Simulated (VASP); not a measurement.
HoAuCl4: relaxation of cell and atoms with PBE

The system is HoAuCl4.

```
CELL_PARAMETERS angstrom
4.21788 0.00000 0.00000
0.00000 4.21788 0.00000
0.00000 0.00000 7.27010
ATOMIC_POSITIONS crystal
Ho 0.00000 0.00000 0.00000
Au 0.50000 0.50000 0.50000
Cl 0.50000 0.00000 0.00000
Cl 0.00000 0.50000 0.00000
Cl 0.00000 0.00000 0.27700
Cl 0.00000 0.00000 0.72300
```

The cell was generated, and may not be a known phase.

* Program: VASP 6.6.1
* Task: relaxation of cell and atoms
* Functional: PBE
* Potentials or basis: VASP PAW PBE potentials, release 64 (Ho_3, Au, Cl), 4f in core
* Cutoff: 500 eV
* k mesh: 4 × 4 × 4
* Occupations: gaussian, width 0.1 eV
* Spin: no spin polarisation
* Dipole correction: no
* Further INCAR settings: ALGO = Normal; EDIFF = 1e-07; IBRION = 2; EDIFFG = -0.04; NSW = 90; ISIF = 3

```yaml
Relaxed_volume: 37.58 Å³/atom
Relaxed_cell: a = 5.143 Å, b = 5.143 Å, c = 8.523 Å, α = 90.00°, β = 90.00°, γ = 90.00°
Space_group_after_relaxing_to_0.1_Å: P4/mmm (No. 123)
Energy_gained_by_relaxing: 2395.0 meV/atom
Ionic_steps: 15
Pressure_after_relaxing: 0.0 GPa
Largest_force_after_relaxing: 0.011 eV/Å
Band_gap_on_the_k_mesh: 0.12 eV
```

Forces in eV/Å, atoms in the order of the input:
```
Ho   0.000  0.000  0.000
Au   0.000  0.000  0.000
Cl   0.000  0.000  0.000
Cl   0.000  0.000  0.000
Cl   0.000  0.000 -0.011
Cl   0.000  0.000  0.011
```

Stress tensor (GPa, compression positive):
```
-0.06  0.00  0.00
 0.00 -0.06  0.00
 0.00  0.00  0.07
```

The path:
```
step  energy change (eV)  largest force (eV/Å)  pressure (GPa)  volume (Å³)
   1              0.0000               15.6699           66.44       129.34
   2             -8.7508                0.4730           -4.67       378.14
   3            -13.3756                2.0098            0.53       218.48
   4            -13.4077                1.9793            0.95       215.41
   5            -13.4516                1.8599            2.34       206.63
   6            -14.0664                1.4730           -0.65       222.16
   7            -14.1532                1.0744           -1.80       234.61
   8            -14.1584                1.1793           -1.61       231.72
   9            -14.3093                0.3022           -0.20       222.95
  10            -14.3105                0.1929           -0.03       222.10
  11            -14.3477                0.1668            0.17       221.08
  12            -14.3588                0.1424            0.39       220.08
  13            -14.3663                0.1430            0.07       223.29
  14            -14.3677                0.1465           -0.13       225.43
  15            -14.3701                0.0112           -0.02       225.49
```

Final structure:
```yaml
crystal:
  lattice:
    - [5.14349, 0.00000, 0.00000]
    - [0.00000, 5.14349, 0.00000]
    - [0.00000, 0.00000, 8.52343]
  atoms:
    - { symbol: Ho, position: [0.00000, 0.00000, 0.00000] }
    - { symbol: Au, position: [0.50000, 0.50000, 0.50000] }
    - { symbol: Cl, position: [0.50000, 0.00000, 0.00000] }
    - { symbol: Cl, position: [0.00000, 0.50000, 0.00000] }
    - { symbol: Cl, position: [0.00000, 0.00000, 0.30784] }
    - { symbol: Cl, position: [0.00000, 0.00000, 0.69216] }
```

Levels at points of the mesh, in eV from the valence-band top:
| k point | band 21 | band 22 | band 23 | band 24 | band 25 | band 26 | band 27 | band 28 |
| --- | --- | --- | --- | --- | --- | --- | --- | --- |
| (0.00, 0.00, 0.00) | -0.61 | -0.60 | -0.60 | 0.00 | 0.12 | 4.01 | 4.90 | 4.90 |
| (0.50, 0.00, 0.00) | -0.65 | -0.45 | -0.18 | -0.06 | 0.87 | 4.96 | 5.20 | 5.60 |
| (0.50, 0.50, 0.00) | -0.32 | -0.21 | -0.11 | -0.11 | 0.47 | 5.91 | 6.06 | 6.36 |
| (0.00, 0.00, 0.50) | -0.86 | -0.86 | -0.32 | -0.32 | 0.35 | 4.01 | 4.77 | 4.77 |
| (0.50, 0.00, 0.50) | -0.69 | -0.65 | -0.60 | -0.36 | 0.87 | 4.86 | 5.44 | 5.61 |
| (0.50, 0.50, 0.50) | -0.49 | -0.40 | -0.40 | -0.32 | 0.45 | 5.65 | 5.65 | 6.26 |

Run time: 5.9 min on 1 thread of Intel(R) Xeon(R) 6975P-C (Granite Rapids), on a shared host, peak memory 0.26 GiB.

Caveat: the volume moved by over 15 % at a fixed basis, so the end points are rough; spin-orbit coupling is left out, which moves the levels of the heavy elements; the 4f electrons are frozen in the core, so they carry no moment and show no levels. Spin polarisation is off, so any magnetic state and its effect on volume and gap are missing.
